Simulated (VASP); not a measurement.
# AlSi23HO48 (a cell with a defect) in VASP: notebook

The runs below take AlSi23HO48 (a cell with a defect) through single point, with PBE.

All numbers are computed with VASP 6.6.1; they aren't measurements. Logs are shortened: lines on timing, memory, paths and dates and some standing lists are left out, and cuts for length are marked.

## (1) The cell of the first run

The cell holds a defect, 73 atoms: a = 9.832 Å, b = 9.832 Å, c = 10.818 Å, α = 90.00°, β = 90.00°, γ = 120.00°.

## (2) Single point, PBE

The input, INCAR:

```
ALGO = Normal
EDIFF = 1E-7
ENCUT = 520
GGA = PE
ISIF = 2
ISMEAR = 0
LASPH = T
LCHARG = F
LREAL = Auto
LWAVE = F
NBANDS = 234
NELM = 100
PREC = Accurate
SIGMA = 0.02
```

The input, KPOINTS:

```
k-points
0
Gamma
  1 1 1
```

The input, POSCAR:

```
AlSi23HO48
1.0
    9.8316000000      0.0000000000      0.0000000000
   -4.9158000000      8.5144150000      0.0000000000
    0.0000000000      0.0000000000     10.8182000000
Si O Al H
23 48 1 1
Direct
    0.2707910000      0.0001523800      0.1602280000
    0.0031078000      0.2738780000      0.3372560000
    0.2257670000      0.2327160000      0.0010558000
    0.2662600000      0.9963501000      0.6615830000
    0.9973292000      0.2695350000      0.8371510000
    0.2324570000      0.2240680000      0.4965950000
    0.2683800000      0.5020170000      0.1688810000
    0.0046040000      0.7704050000      0.3332450000
    0.2307490000      0.7280770000      0.9952677000
    0.9983032000      0.7660620000      0.8316270000
    0.2377440000      0.7355440000      0.4972600000
    0.7690230000      0.0099828000      0.1657910000
    0.4987680000      0.2630270000      0.3282030000
    0.7271050000      0.2349560000      0.9983316000
    0.7699370000      0.0028498000      0.6656050000
    0.4897170000      0.2690740000      0.8299280000
    0.7308480000      0.2336040000      0.5005640000
    0.7687620000      0.5019070000      0.1691910000
    0.5008740000      0.7728650000      0.3307920000
    0.7444360000      0.7446600000      0.0064547000
    0.7574780000      0.5006330000      0.6641390000
    0.5087570000      0.7701700000      0.8400500000
    0.7367760000      0.7400850000      0.4952760000
    0.0669990000      0.2014560000      0.4423840000
    0.2933680000      0.3635730000      0.1109120000
    0.1424440000      0.4380810000      0.2816240000
    0.2047280000      0.0687820000      0.0535790000
    0.3563660000      0.2834140000      0.3811320000
    0.4374350000      0.1364230000      0.2151890000
    0.0572690000      0.2009390000      0.9500830000
    0.3010870000      0.3461210000      0.6088230000
    0.1344440000      0.4335340000      0.7872490000
    0.2007330000      0.0538050000      0.5466670000
    0.3529940000      0.2961840000      0.8878520000
    0.4270900000      0.1377590000      0.7214780000
    0.0715580000      0.7136130000      0.4468100000
    0.3013150000      0.8671760000      0.0981760000
    0.1415890000      0.9302960000      0.2706040000
    0.2028910000      0.5674830000      0.0590350000
    0.3642020000      0.8036030000      0.3831170000
    0.4353540000      0.6407000000      0.2216290000
    0.0661520000      0.7023680000      0.9406990000
    0.3041460000      0.8641220000      0.6100360000
    0.1352720000      0.9272650000      0.7715610000
    0.2152660000      0.5737100000      0.5473820000
    0.3559620000      0.7787600000      0.8802220000
    0.4552200000      0.6206830000      0.7368980000
    0.5674600000      0.2010270000      0.4380930000
    0.7921120000      0.3639660000      0.1091680000
    0.6354010000      0.4319020000      0.2765330000
    0.6982380000      0.0688910000      0.0545700000
    0.8699110000      0.3055760000      0.3976290000
    0.9302700000      0.1514330000      0.2220930000
    0.5657320000      0.2155110000      0.9399210000
    0.7780370000      0.3568910000      0.6150950000
    0.6163690000      0.4405850000      0.7689160000
    0.7068080000      0.0694810000      0.5556000000
    0.8542380000      0.2926750000      0.8876010000
    0.9311320000      0.1375530000      0.7265500000
    0.5713950000      0.7143480000      0.4420600000
    0.8084990000      0.8785630000      0.1125620000
    0.6388960000      0.9375190000      0.2749870000
    0.7126420000      0.5782480000      0.0609500000
    0.8670440000      0.8013900000      0.3856450000
    0.9344440000      0.6342550000      0.2273320000
    0.5771530000      0.7178900000      0.9544130000
    0.7978400000      0.8654860000      0.6093110000
    0.6340290000      0.9297530000      0.7728060000
    0.7053340000      0.5729530000      0.5507980000
    0.8663110000      0.8003780000      0.8909460000
    0.9205510000      0.6317050000      0.7255820000
    0.2600150000      0.4856160000      0.6635380000
    0.5141130900      0.5596023200      0.7490592400
```

Potentials or basis: VASP PAW PBE potentials, release 64 (Si, O, Al, H).

The run is started by

```
cat potpaw_PBE.64/Si/POTCAR potpaw_PBE.64/O/POTCAR potpaw_PBE.64/Al/POTCAR potpaw_PBE.64/H/POTCAR > POTCAR
mpirun -np 1 vasp_gam > vasp.out
```

OUTCAR:

```text
EDIFF = 1E-7
   ENCUT = 520
   GGA = PE
   ISIF = 2
   ISMEAR = 0
   LASPH = T
   LREAL = Auto
   NELM = 100
   PREC = Accurate

 ion  position               nearest neighbor table
   1  0.271  0.000  0.160-  29 1.62  38 1.62  37 1.63  27 1.63  13 3.04   3 3.07   9 3.07   8 3.09

   2  0.003  0.274  0.337-  26 1.62  24 1.63  52 1.63  53 1.63   7 3.05  17 3.06   6 3.07  12 3.08

   3  0.226  0.233  0.001-  30 1.62  27 1.62  25 1.63  34 1.64   5 3.02  16 3.06   7 3.06   1 3.07
[... 33 lines left out ...]
  20  0.744  0.745  0.006-  63 1.62  61 1.62  70 1.63  66 1.63  12 3.03  22 3.04  10 3.05  18 3.07

  21  0.757  0.501  0.664-  55 1.61  71 1.61  69 1.62  56 1.65  16 3.06  23 3.07  17 3.07  10 3.09

  22  0.509  0.770  0.840-  68 1.60  46 1.61  66 1.61  47 1.71  20 3.04   9 3.05  15 3.08
  23  0.737  0.740  0.495-  60 1.62  64 1.62  69 1.63  67 1.63   8 3.05  15 3.06  19 3.07  21 3.07

  24  0.067  0.201  0.442-   2 1.63   6 1.64
  25  0.293  0.364  0.111-   7 1.63   3 1.63
  26  0.142  0.438  0.282-   2 1.62   7 1.62
  27  0.205  0.069  0.054-   3 1.62   1 1.63
  28  0.356  0.283  0.381-  13 1.62   6 1.64
  29  0.437  0.136  0.215-   1 1.62  13 1.63
[... 15 lines left out ...]
  45  0.215  0.574  0.547-  11 1.59  72 1.70
  46  0.356  0.779  0.880-  22 1.61   9 1.64
  47  0.455  0.621  0.737-  73 1.03  22 1.71  72 1.88
  48  0.567  0.201  0.438-  17 1.62  13 1.63
  49  0.792  0.364  0.109-  18 1.62  14 1.63
  50  0.635  0.432  0.277-  18 1.62  13 1.63
  51  0.698  0.069  0.055-  14 1.63  12 1.63
  52  0.870  0.306  0.398-  17 1.63   2 1.63
  53  0.930  0.151  0.222-  12 1.62   2 1.63
[... 16 lines left out ...]
  70  0.866  0.800  0.891-  20 1.63  10 1.63
  71  0.921  0.632  0.726-  21 1.61  10 1.62
  72  0.260  0.486  0.664-  45 1.70  32 1.72  31 1.72  47 1.88   5 3.04   6 3.04  11 3.14
  73  0.514  0.560  0.749-  47 1.03

  LATTYP: Found a hexagonal cell.
 ALAT       =     9.8316000000
 C/A-ratio  =     1.1003498922

  Lattice vectors:

 A1 = (   9.8316000000,   0.0000000000,   0.0000000000)
 A2 = (  -4.9158000000,   8.5144150000,   0.0000000000)
 A3 = (   0.0000000000,   0.0000000000,  10.8182000000)

Analysis of symmetry for initial positions (statically):
=====================================================================
 Subroutine PRICEL returns:
 Original cell was already a primitive cell.

 Routine SETGRP: Setting up the symmetry group for a
 hexagonal supercell.

 Subroutine GETGRP returns: Found  1 space group operations
 (whereof  1 operations were pure point group operations)
 out of a pool of 24 trial point group operations.

The static configuration has the point symmetry C_1 .

Analysis of symmetry for dynamics (positions and initial velocities):
=====================================================================
 Subroutine PRICEL returns:
 Original cell was already a primitive cell.

 Routine SETGRP: Setting up the symmetry group for a
 hexagonal supercell.

 Subroutine GETGRP returns: Found  1 space group operations
 (whereof  1 operations were pure point group operations)
 out of a pool of 24 trial point group operations.

The dynamic configuration has the point symmetry C_1 .

 Subroutine INISYM returns: Found  1 space group operations
 (whereof  1 operations are pure point group operations),
 and found     1 'primitive' translations

----------------------------------------------------------------------------------------

                                     Primitive cell

  volume of cell :     905.5950

  direct lattice vectors                    reciprocal lattice vectors
     9.831600000  0.000000000  0.000000000     0.101712844  0.058723941  0.000000000
    -4.915800000  8.514415000  0.000000000     0.000000000  0.117447881  0.000000000
     0.000000000  0.000000000 10.818200000     0.000000000  0.000000000  0.092436819

  length of vectors
     9.831600000  9.831599688 10.818200000     0.117447877  0.117447881  0.092436819

  position of ions in fractional coordinates (direct lattice)
     0.270791000  0.000152380  0.160228000
     0.003107800  0.273878000  0.337256000
[... 161 lines left out ...]
     0.000000000  0.000000000  0.092436819     0.000000000  0.000000000  1.000000000

  Length of vectors
     0.117447877  0.117447881  0.092436819

  Shift w.r.t. Gamma in fractional coordinates (k-lattice)
     0.000000000  0.000000000  0.000000000

 Subroutine IBZKPT returns following result:
 ===========================================

 Found      1 irreducible k-points:

 Following reciprocal coordinates:
            Coordinates               Weight
  0.000000  0.000000  0.000000      1.000000
   k-points           NKPTS =      1   k-points in BZ     NKDIM =      1   number of bands    NBANDS=    234
   number of dos      NEDOS =    301   number of ions     NIONS =     73
   total plane-waves  NPLWV = 512000
   dimension x,y,z NGX =    80 NGY =   80 NGZ =   80
   dimension x,y,z NGXF=   160 NGYF=  160 NGZF=  160
   ions per type =              23  48   1   1
   NGX,Y,Z   is equivalent  to a cutoff of  13.53, 13.53, 12.29 a.u.
   NGXF,Y,Z  is equivalent  to a cutoff of  27.05, 27.05, 24.59 a.u.
 SYSTEM =  unknown system
   PREC   = accura    normal or accurate (medium, high low for compatibility)
   ISTART =      0    job   : 0-new  1-cont  2-samecut
   ICHARG =      2    charge: 1-file 2-atom 10-const
   ISPIN  =      1    spin polarized calculation?
   LNONCOLLINEAR =      F non collinear calculations
   LSORBIT =      F    spin-orbit coupling
   LASPH  =      T    aspherical Exc in radial PAW
   ENCUT  =  520.0 eV  38.22 Ry    6.18 a.u.  18.28 18.28 20.11*2*pi/ulx,y,z
   NELM   =    100;   NELMIN=  2; NELMDL= -5     # of ELM steps
   EDIFF  = 0.1E-06   stopping-criterion for ELM
   LREAL  =      T    real-space projection
   EDIFFG = 0.1E-05   stopping-criterion for IOM
   NSW    =      0    number of steps for IOM
   IBRION =     -1    ionic relax: 0-MD 1-quasi-New 2-CG
   NFREE  =      0    steps in history (QN), initial steepest desc. (CG)
   ISIF   =      2    stress and relaxation
   ISYM   =      2    0-nonsym 1-usesym 2-fastsym
   POTIM  = 0.5000    time-step for ionic-motion
   TEBEG  =    0.0;   TEEND  =   0.0 temperature during run
   PSTRESS=    0.0 pullay stress
   NELECT =     384.0000    total number of electrons
   NUPDOWN=      -1.0000    fix difference up-down
   EMIN   =  10.00;   EMAX   =-10.00  energy-range for DOS
   EFERMI =   0.00;   METHOD = LEGACY
   ISMEAR =     0;   SIGMA  =   0.02  broadening in eV -4-tet -1-fermi 0-gaus
   EFERMI_NEDOS =   21; number of points for ismear=-14 and -15
   IALGO  =     38    algorithm
   IMIX   =      4    mixing-type and parameters
     AMIX     =   0.40;   BMIX     =  1.00
     AMIX_MAG =   1.60;   BMIX_MAG =  1.00
  volume/ion in A,a.u.               =      12.41        83.72
  Fermi-wavevector in a.u.,A,eV,Ry     =   1.229912  2.324196 20.581296  1.512683
  Thomas-Fermi vector in A             =   2.364781
   LORBIT       =      0    0 simple, 1 ext, 2 COOP (PROOUT), +10 PAW based schemes
   GGA     = PE    functional components
   LHFCALC =     F    Hartree Fock is set to
   AEXX    =    0.0000 exact exchange contribution
   IVDW    =     0    specifies the selected vdW correction
   LEPSILON=     F    determine dielectric tensor
   LRPA    =     F    only Hartree local field effects (RPA)
 non-spin polarized calculation
 Gauss-broadening in eV      SIGMA  =   0.02
  energy-cutoff  :      520.00
  volume of cell :      905.60
 maximum number of plane-waves:     12195
 NGX is ok and might be reduce to    80
   NGX = 37   NGY = 37   NGZ = 41

 number of electron     384.0000040 magnetization

 Free energy of the ion-electron system (eV)
  ---------------------------------------------------
  ext. energy  EPLUGINS =         0.00000000
  ---------------------------------------------------
  free energy    TOTEN  =      -570.22584665 eV

  energy without entropy =     -570.22584665  energy(sigma->0) =     -570.22584665

 E-fermi :   1.6797     XC(G=0):  -9.2676

 val. band max:        1.5071980148   @ k =   0.0000   0.0000   0.0000
 cond. band min:       6.8753848602   @ k =   0.0000   0.0000   0.0000
 fundamental gap:      5.3681868453
 Fermi energy:         1.6796608183

 k-point     1 :       0.0000    0.0000    0.0000
  band No.  band energies     occupation
      1     -18.4860      2.00000
      2     -18.1134      2.00000
      3     -17.8501      2.00000
      4     -17.7662      2.00000
      5     -17.7310      2.00000
      6     -17.7103      2.00000
[... 196 lines left out ...]
    203       9.9249      0.00000
    204       9.9902      0.00000
 [bands above 204 left out]

------------------------ aborting loop because EDIFF is reached ----------------------------------------

  FORCE on cell =-STRESS in cart. coord.  units (eV):
  Direction    XX          YY          ZZ          XY          YZ          ZX
  --------------------------------------------------------------------------------------
  -------------------------------------------------------------------------------------
  Total       12.7239666     16.6053611     17.4890643      1.3031344     -0.8225315     -0.6705458
  in kB       22.5112225     29.3781799     30.9416262      2.3055033     -1.4552215     -1.1863286
  external PRESSURE =      27.6103428 kB  Pullay stress =       0.0000000 kB

 VOLUME and BASIS-vectors are now :
 -----------------------------------------------------------------------------
  energy-cutoff  :      520.00
  volume of cell :      905.60
      direct lattice vectors                 reciprocal lattice vectors
     9.831600000  0.000000000  0.000000000     0.101712844  0.058723941  0.000000000
    -4.915800000  8.514415000  0.000000000     0.000000000  0.117447881  0.000000000
     0.000000000  0.000000000 10.818200000     0.000000000  0.000000000  0.092436819

 POSITION                                       TOTAL-FORCE (eV/Angst)
 -----------------------------------------------------------------------------------
      2.66156      0.00130      1.73338         0.012178     -0.009737     -0.001487
     -1.31577      2.33191      3.64850         0.000339      0.016756     -0.000071
      1.07567      1.98144      0.01142        -0.005892     -0.007835      0.007963
     -2.28010      8.48334      7.15714         0.011038     -0.008445      0.007563
      8.48036      2.29493      9.05647        -0.010132     -0.016013     -0.006709
      1.18395      1.90781      5.37226        -0.022392     -0.021594     -0.029561
[... 65 lines left out ...]
      0.16917      4.13474      7.17829         0.063622      0.072023      0.047796
      2.30366      4.76469      8.10347        -0.947240      0.538016     -0.141870
 -----------------------------------------------------------------------------------
    total drift:                               -0.013664     -0.037487     -0.028962

  FREE ENERGIE OF THE ION-ELECTRON SYSTEM (eV)
  ---------------------------------------------------
  free  energy   TOTEN  =      -570.2258466495 eV

  energy  without entropy=     -570.2258466495  energy(sigma->0) =     -570.22584665
```

Wall time 6.5 min (1 thread of AMD EPYC 7R43 (Zen 3), shared host); peak memory 0.93 GiB.

What came out:

| Property | Result |
| --- | --- |
| Free energy | -570.2258 eV |
| Pressure | 2.8 GPa |
| Largest force | 1.099 eV/Å |
| Band gap on the k mesh | 5.37 eV |

Forces in eV/Å, atoms in the order of the input:
```
Si   0.012 -0.010 -0.001
Si   0.000  0.017  0.000
Si  -0.006 -0.008  0.008
Si   0.011 -0.008  0.008
Si  -0.010 -0.016 -0.007
Si  -0.022 -0.022 -0.030
Si   0.006  0.003 -0.004
Si  -0.007  0.016 -0.002
Si   0.015 -0.008 -0.028
Si   0.006  0.013  0.012
Si  -0.004 -0.002  0.001
Si   0.014 -0.004 -0.003
Si  -0.004  0.011 -0.001
Si   0.001 -0.018  0.012
Si  -0.008 -0.013  0.017
Si  -0.026 -0.067  0.032
Si   0.004 -0.020 -0.001
Si   0.009  0.002 -0.003
Si   0.004  0.004  0.003
Si  -0.032 -0.006  0.001
Si   0.073  0.027 -0.057
Si  -0.013 -0.087 -0.089
Si  -0.018  0.003 -0.002
O    0.007  0.008  0.005
O   -0.006 -0.011 -0.010
O    0.003 -0.006 -0.002
O    0.009  0.007  0.004
O   -0.005 -0.007  0.010
O   -0.003  0.007  0.008
O   -0.008  0.004 -0.008
O   -0.002  0.017  0.023
O    0.016  0.030 -0.024
O    0.005  0.004 -0.003
O    0.010 -0.002  0.000
O   -0.002  0.018  0.006
O    0.010  0.008  0.002
O   -0.014 -0.002 -0.001
O    0.008 -0.008 -0.005
O    0.011 -0.002  0.010
O   -0.012 -0.009  0.007
O   -0.006  0.005  0.005
O   -0.010  0.011 -0.008
O   -0.009 -0.007 -0.010
O    0.015 -0.001 -0.013
O    0.013 -0.031  0.018
O   -0.033 -0.003  0.035
O    0.925 -0.566  0.152
O   -0.003  0.014 -0.004
O   -0.014 -0.005 -0.009
O    0.009 -0.003  0.000
O    0.004  0.010  0.001
O   -0.004 -0.008  0.005
O   -0.009  0.008  0.008
O   -0.003  0.022 -0.019
O   -0.020  0.004  0.010
O   -0.067  0.049 -0.004
O    0.005  0.015 -0.002
O    0.003 -0.009  0.000
O   -0.005  0.018  0.018
O    0.002  0.011 -0.010
O   -0.009  0.001  0.002
O    0.006 -0.007 -0.003
O    0.017 -0.005  0.007
O    0.002 -0.016  0.004
O   -0.010  0.010  0.008
O    0.035  0.011  0.030
O    0.000 -0.009 -0.013
O    0.026  0.031 -0.023
O    0.011 -0.003  0.017
O    0.006 -0.012  0.001
O   -0.024 -0.006  0.005
Al   0.064  0.072  0.048
H   -0.947  0.538 -0.142
```

Levels at points of the mesh, in eV from the valence-band top:
```tsv
k point	band 188	band 189	band 190	band 191	band 192	band 193	band 194	band 195	band 196	band 197
(0.00, 0.00, 0.00)	-0.47	-0.39	-0.35	-0.22	0.00	5.37	7.16	7.39	7.61	7.71
```

Caveat: the k points lie up to 0.74 Å⁻¹ apart.

## (3) Single point, PBE

The input, INCAR:

```
SYSTEM = AlSi23HO48
ALGO = Normal ; EDIFF = 1E-6
ENCUT = 520 ; GGA = PE
ISIF = 2 ; ISMEAR = 0
LASPH = .TRUE. ; LCHARG = .TRUE.
LELF = .TRUE. ; LREAL = Auto
LVHAR = .TRUE. ; LWAVE = .FALSE.
NBANDS = 234 ; NELM = 100
PREC = Accurate ; SIGMA = 0.02
```

The input, KPOINTS:

```
k-points
0
G
  1 1 1
  0 0 0
```

POSCAR: that of step 2 with these lines changed.

```diff
@@ -80,2 +80,2 @@
     0.2600150000      0.4856160000      0.6635380000
-    0.5141130900      0.5596023200      0.7490592400
+    0.5186873100      0.5548581900      0.7500038000
```

Potentials or basis: VASP PAW PBE potentials, release 64 (Si, O, Al, H).

The run is started by

```
cat potpaw_PBE.64/Si/POTCAR potpaw_PBE.64/O/POTCAR potpaw_PBE.64/Al/POTCAR potpaw_PBE.64/H/POTCAR > POTCAR
mpirun -np 1 vasp_gam > vasp.out
```

It took 5.9 min on 1 thread of AMD EPYC 7R43 (Zen 3), shared host; peak memory 0.94 GiB.

The run converged. Its results:

- Free energy: -570.0671 eV
- Pressure: 2.6 GPa
- Largest force: 2.666 eV/Å
- Band gap on the k mesh: 5.32 eV

Forces in eV/Å, atoms in the order of the input:
```
Si   0.016 -0.020  0.000
Si   0.010  0.018  0.000
Si  -0.029 -0.007  0.026
Si   0.003 -0.037 -0.014
Si   0.008  0.001 -0.026
Si  -0.031 -0.010 -0.019
Si   0.003  0.013 -0.009
Si  -0.003  0.019 -0.002
Si   0.048 -0.005 -0.054
Si   0.017  0.037  0.040
Si   0.016 -0.019  0.011
Si   0.016 -0.013 -0.003
Si  -0.013  0.011 -0.005
Si   0.038 -0.028  0.030
Si  -0.025 -0.043  0.048
Si  -0.096 -0.254  0.121
Si   0.017 -0.053 -0.025
Si   0.011  0.008  0.002
Si   0.005 -0.001  0.009
Si  -0.084  0.007 -0.002
Si   0.208  0.106 -0.208
Si   0.042 -0.274 -0.233
Si  -0.053  0.036  0.002
O    0.004  0.006  0.001
O   -0.001 -0.018 -0.015
O    0.001 -0.009 -0.001
O    0.009  0.012 -0.002
O    0.001 -0.008  0.006
O   -0.002  0.010  0.007
O   -0.001  0.001 -0.004
O    0.010 -0.023  0.001
O   -0.015  0.000 -0.012
O    0.011  0.000  0.001
O    0.055  0.008 -0.026
O    0.014  0.069  0.024
O    0.002  0.009 -0.001
O   -0.021  0.005  0.007
O    0.007 -0.007 -0.006
O    0.009 -0.007  0.018
O   -0.013 -0.005  0.004
O   -0.006  0.003  0.006
O   -0.026  0.009 -0.015
O   -0.019  0.008 -0.006
O    0.015  0.000 -0.014
O   -0.010 -0.027 -0.004
O   -0.080  0.017  0.075
O    2.276 -1.341  0.360
O    0.000  0.018  0.003
O   -0.018 -0.008 -0.014
O    0.011 -0.003  0.000
O   -0.003  0.020 -0.002
O   -0.013 -0.005  0.012
O   -0.011  0.009  0.008
O   -0.022  0.051 -0.056
O   -0.055  0.028  0.054
O   -0.249  0.190 -0.001
O   -0.002  0.031 -0.010
O   -0.018 -0.008  0.005
O   -0.003  0.021  0.018
O    0.011  0.011 -0.016
O   -0.003  0.005  0.007
O    0.007 -0.003 -0.005
O    0.024 -0.015  0.004
O    0.004 -0.022  0.006
O   -0.012  0.007  0.007
O    0.079  0.027  0.092
O    0.014 -0.013 -0.025
O    0.042  0.086 -0.030
O    0.026 -0.040  0.057
O    0.019 -0.020 -0.009
O   -0.053 -0.043 -0.001
Al   0.182  0.163  0.122
H   -2.298  1.309 -0.320
```

Stress tensor (GPa, compression positive):
```
 1.95  0.41 -0.18
 0.41  2.84 -0.16
-0.18 -0.16  3.09
```

Levels at points of the mesh, in eV from the valence-band top:
```tsv
k point	band 188	band 189	band 190	band 191	band 192	band 193	band 194	band 195	band 196	band 197
(0.00, 0.00, 0.00)	-0.48	-0.40	-0.36	-0.23	0.00	5.32	6.97	7.38	7.59	7.69
```

Caveat: the k points lie up to 0.74 Å⁻¹ apart.

[end of part 1 of 2]
